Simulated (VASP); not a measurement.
# ZrSe2 (P-3m1) in VASP: relaxation of cell and atoms with r2SCAN

Aim: the relaxation of cell and atoms of ZrSe2 with r2SCAN.

Program: VASP 6.6.1. These are calculated values, not measurements. Logs are shortened: lines on timing, memory, paths and dates and some standing lists are left out, and cuts for length are marked.

## (1) The cell of the first run

It takes space group P-3m1 (No. 164, trigonal). The conventional cell has a = 3.798 Å, b = 3.798 Å, c = 6.192 Å, α = 90.00°, β = 90.00°, γ = 120.00°. Zr (site symmetry -3m) has 6 Se at 2.68 Å within 3.5 Å. Within 3.5 Å of Se (site symmetry 3m) lie 3 Zr at 2.68 Å.

## (2) Relaxation of cell and atoms, r2SCAN

POSCAR

```
ZrSe2
1.0
   -1.8989990293     -3.2891628022      0.0000000000
   -1.8989990293      3.2891628022      0.0000000000
    0.0000000000      0.0000000000     -6.1920000000
Zr Se
1 2
Direct
    0.0000000000      0.0000000000      0.0000000000
    0.3333333333      0.6666666666      0.2500000000
    0.6666666667      0.3333333334      0.7500000000
```

INCAR.step1

```
PREC = Accurate ; ENCUT = 550
ISMEAR = 0 ; SIGMA = 0.02
LREAL = F ; LASPH = T
NELM = 120 ; GGA = PE
ALGO = Normal ; EDIFF = 1E-5
LWAVE = T ; LCHARG = F
GGA_COMPAT = F ; IBRION = 2
ISIF = 3 ; EDIFFG = -0.005
NELMIN = 4 ; NSW = 100
```

INCAR.step2

```
PREC = Accurate ; ENCUT = 550
EDIFF = 1E-7 ; ISMEAR = 0
SIGMA = 0.02 ; LREAL = F
LASPH = T ; NELM = 120
ALGO = Normal ; ISIF = 3
LWAVE = F ; LCHARG = F
METAGGA = R2SCAN ; LMIXTAU = T
IBRION = 2 ; NSW = 100
EDIFFG = -0.005 ; ISTART = 1
GGA_COMPAT = F ; NELMIN = 4
```

KPOINTS

```
regular mesh
0
Gamma
  12 12 6
```

Potentials or basis: VASP PAW PBE potentials, release 64 (Zr_sv, Se).

On the command line:

```bash
$ cat potpaw_PBE.64/Zr_sv/POTCAR potpaw_PBE.64/Se/POTCAR > POTCAR
$ cp INCAR.step1 INCAR
$ mpirun -np 1 vasp_std > vasp.out
$ cp INCAR.step2 INCAR
$ mpirun -np 1 vasp_std > vasp.out
```

OUTCAR:

```text
PREC = Accurate
   ENCUT = 550
   EDIFF = 1E-7
   ISMEAR = 0
   LREAL = F
   LASPH = T
   NELM = 120
   ISIF = 3
   METAGGA = R2SCAN
   IBRION = 2
   NSW = 100
   EDIFFG = -0.005
   ISTART = 1
   NELMIN = 4

 ion  position               nearest neighbor table
   1  0.000  0.000  0.000-   2 2.68   3 2.68   3 2.68   2 2.68   3 2.68   2 2.68
   2  0.333  0.667  0.250-   1 2.68   1 2.68   1 2.68
   3  0.667  0.333  0.750-   1 2.68   1 2.68   1 2.68

  LATTYP: Found a hexagonal cell.
 ALAT       =     3.7979980585
 C/A-ratio  =     1.6303325869

  Lattice vectors:

 A1 = (  -1.8989990293,  -3.2891628022,   0.0000000000)
 A2 = (  -1.8989990293,   3.2891628022,   0.0000000000)
 A3 = (   0.0000000000,   0.0000000000,  -6.1920000000)

Analysis of symmetry for initial positions (statically):
=====================================================================
 Subroutine PRICEL returns:
 Original cell was already a primitive cell.

 Routine SETGRP: Setting up the symmetry group for a
 hexagonal supercell.

 Subroutine GETGRP returns: Found 12 space group operations
 (whereof 12 operations were pure point group operations)
 out of a pool of 24 trial point group operations.

The static configuration has the point symmetry D_3d.

Analysis of symmetry for dynamics (positions and initial velocities):
=====================================================================
 Subroutine PRICEL returns:
 Original cell was already a primitive cell.

 Routine SETGRP: Setting up the symmetry group for a
 hexagonal supercell.

 Subroutine GETGRP returns: Found 12 space group operations
 (whereof 12 operations were pure point group operations)
 out of a pool of 24 trial point group operations.

The dynamic configuration has the point symmetry D_3d.

 Subroutine INISYM returns: Found 12 space group operations
 (whereof 12 operations are pure point group operations),
 and found     1 'primitive' translations

----------------------------------------------------------------------------------------

                                     Primitive cell

  volume of cell :      77.3519

  direct lattice vectors                    reciprocal lattice vectors
    -1.898999029 -3.289162802  0.000000000    -0.263296606 -0.152014367  0.000000000
    -1.898999029  3.289162802  0.000000000    -0.263296606  0.152014367  0.000000000
     0.000000000  0.000000000 -6.192000000     0.000000000  0.000000000 -0.161498708

  length of vectors
     3.797998059  3.797998059  6.192000000     0.304028733  0.304028733  0.161498708

  position of ions in fractional coordinates (direct lattice)
     0.000000000  0.000000000  0.000000000
     0.333333333  0.666666667  0.250000000
     0.666666667  0.333333333  0.750000000

  ion indices of the primitive-cell ions
   primitive index   ion index
                 1           1
                 2           2
                 3           3

----------------------------------------------------------------------------------------

 KPOINTS: regular mesh

Automatic generation of k-mesh.
 Grid dimensions read from file:
 generate k-points for:   12   12    6

 Generating k-lattice:

  Cartesian coordinates                     Fractional coordinates (reciprocal lattice)
    -0.021941384 -0.012667864  0.000000000     0.083333333 -0.000000000  0.000000000
    -0.021941384  0.012667864  0.000000000    -0.000000000  0.083333333  0.000000000
     0.000000000  0.000000000 -0.026916451     0.000000000  0.000000000  0.166666667

  Length of vectors
     0.025335728  0.025335728  0.026916451

  Shift w.r.t. Gamma in fractional coordinates (k-lattice)
     0.000000000  0.000000000  0.000000000

 Subroutine IBZKPT returns following result:
 ===========================================

 Found    100 irreducible k-points:

 Following reciprocal coordinates:
            Coordinates               Weight
  0.000000  0.000000  0.000000      1.000000
  0.083333  0.000000  0.000000      6.000000
  0.166667  0.000000  0.000000      6.000000
  0.250000  0.000000  0.000000      6.000000
  0.333333  0.000000  0.000000      6.000000
  0.416667  0.000000  0.000000      6.000000
[... 16 lines left out ...]
  0.166667  0.000000  0.166667      6.000000
  0.000000  0.166667  0.166667      6.000000
 [... further k-points ...]
   k-points           NKPTS =    100   k-points in BZ     NKDIM =    100   number of bands    NBANDS=     16
   number of dos      NEDOS =    301   number of ions     NIONS =      3
   total plane-waves  NPLWV =  43200
   dimension x,y,z NGX =    30 NGY =   30 NGZ =   48
   dimension x,y,z NGXF=    60 NGYF=   60 NGZF=   96
   ions per type =               1   2
   NGX,Y,Z   is equivalent  to a cutoff of  13.13, 13.13, 12.89 a.u.
   NGXF,Y,Z  is equivalent  to a cutoff of  26.26, 26.26, 25.77 a.u.
 SYSTEM =  unknown system
   PREC   = accura    normal or accurate (medium, high low for compatibility)
   ISTART =      1    job   : 0-new  1-cont  2-samecut
   ICHARG =      0    charge: 1-file 2-atom 10-const
   ISPIN  =      1    spin polarized calculation?
   LNONCOLLINEAR =      F non collinear calculations
   LSORBIT =      F    spin-orbit coupling
   LASPH  =      T    aspherical Exc in radial PAW
   ENCUT  =  550.0 eV  40.42 Ry    6.36 a.u.   7.26  7.26 11.84*2*pi/ulx,y,z
   NELM   =    120;   NELMIN=  4; NELMDL=  0     # of ELM steps
   EDIFF  = 0.1E-06   stopping-criterion for ELM
   LREAL  =      F    real-space projection
   EDIFFG = -.5E-02   stopping-criterion for IOM
   NSW    =    100    number of steps for IOM
   IBRION =      2    ionic relax: 0-MD 1-quasi-New 2-CG
   NFREE  =      1    steps in history (QN), initial steepest desc. (CG)
   ISIF   =      3    stress and relaxation
   ISYM   =      2    0-nonsym 1-usesym 2-fastsym
   POTIM  = 0.5000    time-step for ionic-motion
   TEBEG  =    0.0;   TEEND  =   0.0 temperature during run
   PSTRESS=    0.0 pullay stress
   NELECT =      24.0000    total number of electrons
   NUPDOWN=      -1.0000    fix difference up-down
   EMIN   =  10.00;   EMAX   =-10.00  energy-range for DOS
   EFERMI =   0.00;   METHOD = LEGACY
   ISMEAR =     0;   SIGMA  =   0.02  broadening in eV -4-tet -1-fermi 0-gaus
   EFERMI_NEDOS =   21; number of points for ismear=-14 and -15
   IALGO  =     38    algorithm
   IMIX   =      4    mixing-type and parameters
     AMIX     =   0.40;   BMIX     =  1.00
     AMIX_MAG =   1.60;   BMIX_MAG =  1.00
  volume/ion in A,a.u.               =      25.78       174.00
  Fermi-wavevector in a.u.,A,eV,Ry     =   1.108294  2.094372 16.712241  1.228315
  Thomas-Fermi vector in A             =   2.244819
   LORBIT       =      0    0 simple, 1 ext, 2 COOP (PROOUT), +10 PAW based schemes
   METAGGA = R2SCAN    functional components
   LHFCALC =     F    Hartree Fock is set to
   AEXX    =    0.0000 exact exchange contribution
   IVDW    =     0    specifies the selected vdW correction
   LEPSILON=     F    determine dielectric tensor
   LRPA    =     F    only Hartree local field effects (RPA)
 conjugate gradient relaxation of ions
 non-spin polarized calculation
 Gauss-broadening in eV      SIGMA  =   0.02
  energy-cutoff  :      550.00
  volume of cell :       77.35
 maximum number of plane-waves:      2298
 NGX is ok and might be reduce to    30
   NGX = 15   NGY = 15   NGZ = 23

--------------------------------------- Ionic step        1  -------------------------------------------

 number of electron      24.0000004 magnetization

 Free energy of the ion-electron system (eV)
  ---------------------------------------------------
  ext. energy  EPLUGINS =         0.00000000
  ---------------------------------------------------
  free energy    TOTEN  =       -56.10462043 eV

  energy without entropy =      -56.10462043  energy(sigma->0) =      -56.10462043

------------------------ aborting loop because EDIFF is reached ----------------------------------------

  FORCE on cell =-STRESS in cart. coord.  units (eV):
  Direction    XX          YY          ZZ          XY          YZ          ZX
  --------------------------------------------------------------------------------------
  -------------------------------------------------------------------------------------
  Total        0.5781898      0.5781898      0.9181112      0.0000000      0.0000000      0.0000000
  in kB       11.9759493     11.9759493     19.0166847      0.0000000      0.0000000      0.0000000
  external PRESSURE =      14.3228611 kB  Pullay stress =       0.0000000 kB
[... 92 lines left out ...]
  FREE ENERGIE OF THE ION-ELECTRON SYSTEM (eV)
  ---------------------------------------------------
  free  energy   TOTEN  =       -56.1107138513 eV

  energy  without entropy=      -56.1107138513  energy(sigma->0) =      -56.11071385

 E-fermi :   3.8417     XC(G=0):  -9.7497

 val. band max:        3.5956279206   @ k =   0.0000   0.0000   0.0000
 cond. band min:       4.3475945221   @ k =   0.5000   0.0000   0.5000
 fundamental gap:      0.7519666015
 Fermi energy:         3.8416814869

 k-point     1 :       0.0000    0.0000    0.0000
  band No.  band energies     occupation
      1     -47.5463      2.00000
      2     -24.8766      2.00000
      3     -24.7703      2.00000
      4     -24.7703      2.00000
      5      -9.9126      2.00000
      6      -8.7121      2.00000
[... 433 lines left out ...]
      3     -24.8163      2.00000
      4     -24.7801      2.00000
      5      -9.6354      2.00000
      6      -8.7784      2.00000
[... 8 lines left out ...]
     15       6.1833      0.00000
     16       7.7330      0.00000

 [... further k-points ...]

[... ionic steps 4 to 10 ...]

--------------------------------------- Ionic step       11  -------------------------------------------

 number of electron      24.0000003 magnetization

------------------------ aborting loop because EDIFF is reached ----------------------------------------
[... 69 lines left out ...]
--------------------------------------- Ionic step       13  -------------------------------------------

 number of electron      24.0000003 magnetization

 Free energy of the ion-electron system (eV)
  ---------------------------------------------------
  ext. energy  EPLUGINS =         0.00000000
  ---------------------------------------------------
  free energy    TOTEN  =       -56.11565085 eV

  energy without entropy =      -56.11565085  energy(sigma->0) =      -56.11565085

 E-fermi :   3.7681     XC(G=0):  -9.6979

 val. band max:        3.5107931675   @ k =   0.0000   0.0000   0.0000
 cond. band min:       4.2728133548   @ k =   0.5000   0.0000   0.5000
 fundamental gap:      0.7620201872
 Fermi energy:         3.7680829636

 k-point     1 :       0.0000    0.0000    0.0000
  band No.  band energies     occupation
      1     -47.6290      2.00000
      2     -24.9590      2.00000
      3     -24.8528      2.00000
      4     -24.8528      2.00000
      5      -9.9797      2.00000
      6      -8.8001      2.00000
[... 433 lines left out ...]
      3     -24.8988      2.00000
      4     -24.8627      2.00000
      5      -9.7056      2.00000
      6      -8.8617      2.00000
[... 8 lines left out ...]
     15       6.0996      0.00000
     16       7.6430      0.00000

 [... further k-points ...]
[... 5 lines left out ...]
  --------------------------------------------------------------------------------------
  -------------------------------------------------------------------------------------
  Total        0.0052611      0.0052611      0.0049354      0.0000000      0.0000000     -0.0000000
  in kB        0.1045604      0.1045604      0.0980868      0.0000000      0.0000000     -0.0000000
  external PRESSURE =       0.1024025 kB  Pullay stress =       0.0000000 kB
[... 18 lines left out ...]
  FREE ENERGIE OF THE ION-ELECTRON SYSTEM (eV)
  ---------------------------------------------------
  free  energy   TOTEN  =       -56.1156508456 eV

  energy  without entropy=      -56.1156508456  energy(sigma->0) =      -56.11565085

 reached required accuracy - stopping structural energy minimisation
```

Wall time 63 min (1 thread of AMD EPYC 9R45 (Zen 5), shared host); peak memory 0.29 GiB.

What came out:

```
Free energy                           : -56.1157 eV
Relaxed volume                        : 26.87 Å³/atom
Relaxed cell                          : a = 3.809 Å, b = 3.809 Å, c = 6.414 Å, α = 90.00°, β = 90.00°, γ = 120.00°
Space group after relaxing (to 0.1 Å) : P-3m1 (No. 164)
Energy gained by relaxing             : 3.7 meV/atom
Ionic steps                           : 13
Pressure after relaxing               : 0.0 GPa
Band gap on the k mesh                : 0.76 eV (least direct gap 1.43 eV)
```

The path:
```
step  energy change (eV)  largest force (eV/Å)  pressure (GPa)  volume (Å³)
   1              0.0000                0.1591            1.43        77.35
   2              0.0020                0.3010           -1.56        79.96
   3             -0.0061                0.0592           -0.01        78.55
   4             -0.0070                0.0644            0.02        78.64
   5             -0.0083                0.0819            0.11        78.90
   6             -0.0091                0.0647            0.09        79.17
   7             -0.0107                0.0135            0.05        79.96
   8             -0.0094                0.0863            0.02        81.55
   9             -0.0109                0.0186            0.05        80.42
  10             -0.0109                0.0232           -0.19        80.81
  11             -0.0110                0.0040           -0.08        80.63
  12             -0.0110                0.0032            0.06        80.60
  13             -0.0110                0.0006            0.01        80.62
```

Final structure:
```yaml
crystal:
  lattice:
    - [-1.90474, -3.29910, 0.00000]
    - [-1.90474, 3.29910, 0.00000]
    - [0.00000, 0.00000, -6.41445]
  atoms:
    - { symbol: Zr, position: [0.00000, 0.00000, 0.00000] }
    - { symbol: Se, position: [0.33333, 0.66667, 0.24362] }
    - { symbol: Se, position: [0.66667, 0.33333, 0.75638] }
```

Levels at points of the mesh, in eV from the valence-band top:
| k point | band 9 | band 10 | band 11 | band 12 | band 13 | band 14 | band 15 | band 16 |
| --- | --- | --- | --- | --- | --- | --- | --- | --- |
| (0.00, 0.00, 0.00) | -2.68 | -0.12 | 0.00 | 0.00 | 1.43 | 1.43 | 1.98 | 4.70 |
| (0.50, 0.00, 0.00) | -2.57 | -2.49 | -1.96 | -1.26 | 0.94 | 2.92 | 3.29 | 5.27 |
| (0.00, 0.00, 0.50) | -2.64 | -1.85 | -0.11 | -0.11 | 1.41 | 1.41 | 2.39 | 4.98 |
| (0.50, 0.00, 0.50) | -2.61 | -2.49 | -1.04 | -1.04 | 0.76 | 2.91 | 3.27 | 4.87 |

Caveat: semilocal functionals underestimate gaps, and a narrow one can read as zero; the PAW data sets were made with another functional, which shifts forces and pressure a little.
